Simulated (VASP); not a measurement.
# LiCl in VASP: a series of runs, part 2 of 2

VASP 6.6.1.

## 3. Single point, HSE06 (strain along [111] +2.4%)

Input file POSCAR:

```
LiCl
1.0
    0.0412373968      2.5972743894      2.5972743894
    2.5972743894      0.0412373968      2.5972743894
    2.5972743894      2.5972743894      0.0412373968
Li Cl
1 1
Direct
    0.0000000000      0.0000000000      0.0000000000
    0.5000000000      0.5000000000      0.5000000000
```

Input file INCAR.step1:

```
SYSTEM = LiCl
PREC = Accurate
ENCUT = 520
EDIFF = 1E-5
ISMEAR = 0
SIGMA = 0.01
LREAL = .False.
LASPH = .True.
NELM = 80
ALGO = Normal
ISIF = 2
LWAVE = .True.
LCHARG = .False.
GGA = PE
NBANDS = 12
```

Input file INCAR.step2:

```
SYSTEM = LiCl
PREC = Accurate
ENCUT = 520
EDIFF = 1E-6
ISMEAR = 0
SIGMA = 0.01
LREAL = .False.
LASPH = .True.
NELM = 80
ALGO = Normal
ISIF = 2
LWAVE = .False.
LCHARG = .False.
GGA = PE
LHFCALC = .True.
HFSCREEN = 0.2079
PRECFOCK = Normal
ISTART = 1
NBANDS = 12
```

Input file KPOINTS:

```
regular mesh
0
Gamma
  6 6 6
  0 0 0
```

Potentials or basis: VASP PAW PBE potentials, release 64 (Li_sv, Cl).

Command:

```bash
$ cat potpaw_PBE.64/Li_sv/POTCAR potpaw_PBE.64/Cl/POTCAR > POTCAR
$ cp INCAR.step1 INCAR
$ mpirun -np 1 vasp_std > vasp.out
$ cp INCAR.step2 INCAR
$ mpirun -np 1 vasp_std > vasp.out
```

OUTCAR:

```text
SYSTEM = LiCl
   PREC = Accurate
   ENCUT = 520
   EDIFF = 1E-6
   ISMEAR = 0
   LREAL = .False.
   LASPH = .True.
   NELM = 80
   ISIF = 2
   GGA = PE
   LHFCALC = .True.
   HFSCREEN = 0.2079
   PRECFOCK = Normal
   ISTART = 1

 ion  position               nearest neighbor table
   1  0.000  0.000  0.000-   2 2.58   2 2.58   2 2.58   2 2.58   2 2.58   2 2.58
   2  0.500  0.500  0.500-   1 2.58   1 2.58   1 2.58   1 2.58   1 2.58   1 2.58

  LATTYP: Found a trigonal (rhomboedric) cell.
 ALAT       =     3.6733321427
 COS(alpha) =     0.5158121672

  Lattice vectors:

 A1 = (   0.0412373968,   2.5972743894,   2.5972743894)
 A2 = (   2.5972743894,   0.0412373968,   2.5972743894)
 A3 = (   2.5972743894,   2.5972743894,   0.0412373968)

Analysis of symmetry for initial positions (statically):
=====================================================================
 Subroutine PRICEL returns:
 Original cell was already a primitive cell.

 Routine SETGRP: Setting up the symmetry group for a
 trigonal (rhombohedral) supercell.

 Subroutine GETGRP returns: Found 12 space group operations
 (whereof 12 operations were pure point group operations)
 out of a pool of 12 trial point group operations.

The static configuration has the point symmetry D_3d.

Analysis of symmetry for dynamics (positions and initial velocities):
=====================================================================
 Subroutine PRICEL returns:
 Original cell was already a primitive cell.

 Routine SETGRP: Setting up the symmetry group for a
 trigonal (rhombohedral) supercell.

 Subroutine GETGRP returns: Found 12 space group operations
 (whereof 12 operations were pure point group operations)
 out of a pool of 12 trial point group operations.

The dynamic configuration has the point symmetry D_3d.

 Subroutine INISYM returns: Found 12 space group operations
 (whereof 12 operations are pure point group operations),
 and found     1 'primitive' translations

----------------------------------------------------------------------------------------

                                     Primitive cell

  volume of cell :      34.2071

  direct lattice vectors                    reciprocal lattice vectors
     0.041237397  2.597274389  2.597274389    -0.197156001  0.194074643  0.194074643
     2.597274389  0.041237397  2.597274389     0.194074643 -0.197156001  0.194074643
     2.597274389  2.597274389  0.041237397     0.194074643  0.194074643 -0.197156001

  length of vectors
     3.673332143  3.673332143  3.673332143     0.337935531  0.337935531  0.337935531

  position of ions in fractional coordinates (direct lattice)
     0.000000000  0.000000000  0.000000000
     0.500000000  0.500000000  0.500000000

  ion indices of the primitive-cell ions
   primitive index   ion index
                 1           1
                 2           2

----------------------------------------------------------------------------------------

 KPOINTS: regular mesh

Automatic generation of k-mesh.
 Grid dimensions read from file:
 generate k-points for:    6    6    6

[... 50 lines left out ...]
   ions per type =               1   1
   NGX,Y,Z   is equivalent  to a cutoff of  12.67, 12.67, 12.67 a.u.
   NGXF,Y,Z  is equivalent  to a cutoff of  25.34, 25.34, 25.34 a.u.
 SYSTEM =  LiCl
   PREC   = accura    normal or accurate (medium, high low for compatibility)
   ISTART =      1    job   : 0-new  1-cont  2-samecut
   ICHARG =      0    charge: 1-file 2-atom 10-const
   ISPIN  =      1    spin polarized calculation?
   LNONCOLLINEAR =      F non collinear calculations
   LSORBIT =      F    spin-orbit coupling
   LASPH  =      T    aspherical Exc in radial PAW
   ENCUT  =  520.0 eV  38.22 Ry    6.18 a.u.   6.83  6.83  6.83*2*pi/ulx,y,z
   NELM   =     80;   NELMIN=  2; NELMDL=  0     # of ELM steps
   EDIFF  = 0.1E-05   stopping-criterion for ELM
   LREAL  =      F    real-space projection
   EDIFFG = 0.1E-04   stopping-criterion for IOM
   NSW    =      0    number of steps for IOM
   IBRION =     -1    ionic relax: 0-MD 1-quasi-New 2-CG
   NFREE  =      0    steps in history (QN), initial steepest desc. (CG)
   ISIF   =      2    stress and relaxation
   ISYM   =      3    0-nonsym 1-usesym 2-fastsym
   POTIM  = 0.5000    time-step for ionic-motion
   TEBEG  =    0.0;   TEEND  =   0.0 temperature during run
   PSTRESS=    0.0 pullay stress
   NELECT =      10.0000    total number of electrons
   NUPDOWN=      -1.0000    fix difference up-down
   EMIN   =  10.00;   EMAX   =-10.00  energy-range for DOS
   EFERMI =   0.00;   METHOD = LEGACY
   ISMEAR =     0;   SIGMA  =   0.01  broadening in eV -4-tet -1-fermi 0-gaus
   EFERMI_NEDOS =   21; number of points for ismear=-14 and -15
   IALGO  =     38    algorithm
   IMIX   =      1    mixing-type and parameters
     AMIX     =   0.40;   BMIX     =  1.00
     AMIX_MAG =   1.60;   BMIX_MAG =  1.00
  volume/ion in A,a.u.               =      17.10       115.42
  Fermi-wavevector in a.u.,A,eV,Ry     =   1.086516  2.053217 16.061908  1.180517
  Thomas-Fermi vector in A             =   2.222654
   LORBIT       =      0    0 simple, 1 ext, 2 COOP (PROOUT), +10 PAW based schemes
   GGA     = PE    functional components
   LHFCALC =     T    Hartree Fock is set to
   PRECFOCK=normal    Normal, Fast or Accurate (Low or Medium for compatibility)
   ENCUT4O =  -1.0   cutoff for four orbital integrals eV
   NKREDX  =     1    reduce k-point grid by
   NKREDY  =     1    reduce k-point grid by
   NKREDZ  =     1    reduce k-point grid by
   AEXX    =    0.2500 exact exchange contribution
   HFSCREEN=    0.2079 screening length (either q_TF or 0.3 A-1)
   HFSCREENC=   0.2079 screening length for correlation (either q_TF or 0.3 A-1)
   ENCUTFOCK=  -1.0 apply spherical cutoff to Coloumb kernel
   IVDW    =     0    specifies the selected vdW correction
   LEPSILON=     F    determine dielectric tensor
   LRPA    =     F    only Hartree local field effects (RPA)
 non-spin polarized calculation
 Gauss-broadening in eV      SIGMA  =   0.01
  energy-cutoff  :      520.00
  volume of cell :       34.21
 maximum number of plane-waves:       942
  NGX = 24; NGY = 24; NGZ = 24

 number of electron      10.0000007 magnetization

 Free energy of the ion-electron system (eV)
  ---------------------------------------------------
  ext. energy  EPLUGINS =         0.00000000
  ---------------------------------------------------
  free energy    TOTEN  =        -8.45559697 eV

  energy without entropy =       -8.45559697  energy(sigma->0) =       -8.45559697

 E-fermi :  -0.3464     XC(G=0):  -7.2140

 val. band max:       -0.4314689465   @ k =   0.0000   0.0000   0.0000
 cond. band min:       7.1615691256   @ k =   0.0000   0.0000   0.0000
 fundamental gap:      7.5930380721
 Fermi energy:        -0.3463570629

 k-point     1 :       0.0000    0.0000    0.0000
  band No.  band energies     occupation
      1     -46.7832      2.00000
      2     -15.0940      2.00000
      3      -0.5814      2.00000
      4      -0.4315      2.00000
      5      -0.4315      2.00000
      6       7.1616      0.00000
      7      12.7041      0.00000
      8      13.1040      0.00000
      9      13.1040      0.00000
     10      15.5843      0.00000
     11      15.6856      0.00000
     12      15.7713      0.00000
[... 331 lines left out ...]
 k-point    24 :      -0.3333    0.5000    0.1667
  band No.  band energies     occupation
      1     -46.7792      2.00000
      2     -14.2394      2.00000
      3      -3.1348      2.00000
      4      -2.2137      2.00000
      5      -1.6065      2.00000
      6       9.6628      0.00000
      7      10.3398      0.00000
      8      12.3059      0.00000
      9      12.5690      0.00000
     10      16.0790      0.00000
     11      18.4447      0.00000
     12      19.9460      0.00000

 [... further k-points ...]

------------------------ aborting loop because EDIFF is reached ----------------------------------------

  FORCE on cell =-STRESS in cart. coord.  units (eV):
  Direction    XX          YY          ZZ          XY          YZ          ZX
  --------------------------------------------------------------------------------------
  -------------------------------------------------------------------------------------
  Total       -0.1671338     -0.1671338     -0.1671338     -0.0898193     -0.0898193     -0.0898193
  in kB       -7.8281434     -7.8281434     -7.8281434     -4.2069188     -4.2069188     -4.2069188
  external PRESSURE =      -7.8281434 kB  Pullay stress =       0.0000000 kB

 VOLUME and BASIS-vectors are now :
 -----------------------------------------------------------------------------
  energy-cutoff  :      520.00
  volume of cell :       34.21
      direct lattice vectors                 reciprocal lattice vectors
     0.041237397  2.597274389  2.597274389    -0.197156001  0.194074643  0.194074643
     2.597274389  0.041237397  2.597274389     0.194074643 -0.197156001  0.194074643
     2.597274389  2.597274389  0.041237397     0.194074643  0.194074643 -0.197156001

 POSITION                                       TOTAL-FORCE (eV/Angst)
 -----------------------------------------------------------------------------------
      0.00000      0.00000      0.00000        -0.000000      0.000000     -0.000000
      2.61789      2.61789      2.61789         0.000000     -0.000000      0.000000
 -----------------------------------------------------------------------------------
    total drift:                                0.000000      0.000000      0.000000

  FREE ENERGIE OF THE ION-ELECTRON SYSTEM (eV)
  ---------------------------------------------------
  free  energy   TOTEN  =        -8.4555969705 eV

  energy  without entropy=       -8.4555969705  energy(sigma->0) =       -8.45559697
```

Wall time 19 min (1 thread of Intel Xeon Platinum 8259CL at 2.50GHz (Skylake/Cascade Lake), shared host); peak memory 0.27 GiB.

What came out:

```yaml
Free_energy: -8.4556 eV
Band_gap_on_the_k_mesh: 7.59 eV
```

Levels at points of the mesh, in eV from the valence-band top:
```
           k point  band 1  band 2  band 3  band 4  band 5  band 6  band 7  band 8  band 9  band 10
(0.00, 0.00, 0.00)  -46.35  -14.66   -0.15    0.00    0.00    7.59   13.14   13.54   13.54    16.02
(0.50, 0.00, 0.00)  -46.35  -14.04   -3.03   -0.39   -0.32    8.01   10.78   10.99   14.57    18.31
(0.50, 0.50, 0.00)  -46.35  -13.80   -3.09   -1.28   -1.14    9.20    9.61   13.94   15.68    15.73
(0.50, 0.50, 0.50)  -46.35  -14.10   -3.06   -0.25   -0.25    8.17   11.11   11.11   14.31    18.50
```

Caveat: the cell differs from its parent crystal (strain along [111] +2.4%); the cutoff is under 1.25 times the usual one of these potentials, so pressure, stress and relaxed cells hold a basis-set (Pulay) error; the PAW data sets were made with another functional, which shifts forces and pressure a little. A k mesh can miss the band edges.

## 4. Single point, HSE06 (epitaxial 111 strain +2.0%)

Input file POSCAR:

```
LiCl
1.0
   -0.0501306049      2.5565159201      2.5565159201
    2.5565159201     -0.0501306049      2.5565159201
    2.5565159201      2.5565159201     -0.0501306049
Li Cl
1 1
Direct
    0.0000000000      0.0000000000      0.0000000000
    0.5000000000      0.5000000000      0.5000000000
```

Input file INCAR.step1:

```
PREC = Accurate
ENCUT = 520
EDIFF = 1E-5
ISMEAR = 0
SIGMA = 0.01
LREAL = F
LASPH = T
NELM = 100
ALGO = Normal
ISIF = 2
LWAVE = T
LCHARG = F
NBANDS = 12
GGA = PE
```

Input file INCAR.step2:

```
PREC = Accurate
ENCUT = 520
EDIFF = 1E-6
ISMEAR = 0
SIGMA = 0.01
LREAL = F
LASPH = T
NELM = 100
ALGO = Normal
ISIF = 2
LWAVE = F
LCHARG = F
GGA = PE
LHFCALC = T
HFSCREEN = 0.2079
PRECFOCK = Normal
NBANDS = 12
ISTART = 1
```

Input file KPOINTS:

```
Automatic mesh
0
Gamma
  6 6 6
```

Command:

```bash
$ cat potpaw_PBE.64/Li_sv/POTCAR potpaw_PBE.64/Cl/POTCAR > POTCAR
$ cp INCAR.step1 INCAR
$ mpirun -np 1 vasp_std > vasp.out
$ cp INCAR.step2 INCAR
$ mpirun -np 1 vasp_std > vasp.out
```

Wall time 25 min (1 thread of Oxide Virtual Turin-like, shared host); peak memory 0.24 GiB.

Results (log left out):

| Property | Result |
| --- | --- |
| Free energy | -8.4537 eV |
| Band gap on the k mesh | 7.49 eV |

Levels at points of the mesh, in eV from the valence-band top:
```
           k point  band 2  band 3  band 4  band 5  band 6  band 7  band 8  band 9
(0.00, 0.00, 0.00)  -14.71   -0.17   -0.17    0.00    7.49   13.16   13.16   13.68
(0.50, 0.00, 0.00)  -14.12   -3.08   -0.40   -0.31    8.03   10.81   11.08   14.30
(0.50, 0.50, 0.00)  -13.86   -3.13   -1.35   -1.17    9.11    9.56   13.82   15.53
(0.50, 0.50, 0.50)  -14.06   -3.05   -0.48   -0.48    7.85   10.66   10.66   14.63
```

Caveat: the cell differs from its parent crystal (epitaxial 111 strain +2.0%); the cutoff is under 1.25 times the usual one of these potentials, so pressure, stress and relaxed cells hold a basis-set (Pulay) error; the PAW data sets were made with another functional, which shifts forces and pressure a little.

## 5. The runs side by side

```csv
cell,gap on the mesh (eV)
"a = 3.798 Å, angles 60.0°, 2 atoms",6.97
"a = 3.673 Å, angles 58.9°, 2 atoms",7.59
"a = 3.616 Å, angles 61.3°, 2 atoms",7.49
```

Alike in all rows: task single point; level HSE06; potentials or basis VASP PAW PBE potentials, release 64 (Li_sv, Cl); no spin polarisation; k mesh 6 × 6 × 6; cutoff (eV) 520; smearing gaussian 0.01 eV.

Caveats: the cutoff is under 1.25 times the usual one of these potentials, so pressure, stress and relaxed cells hold a basis-set (Pulay) error; the PAW data sets were made with another functional, which shifts forces and pressure a little.

Total energies depend on the potentials used, so only differences within one code and one set of settings carry meaning.
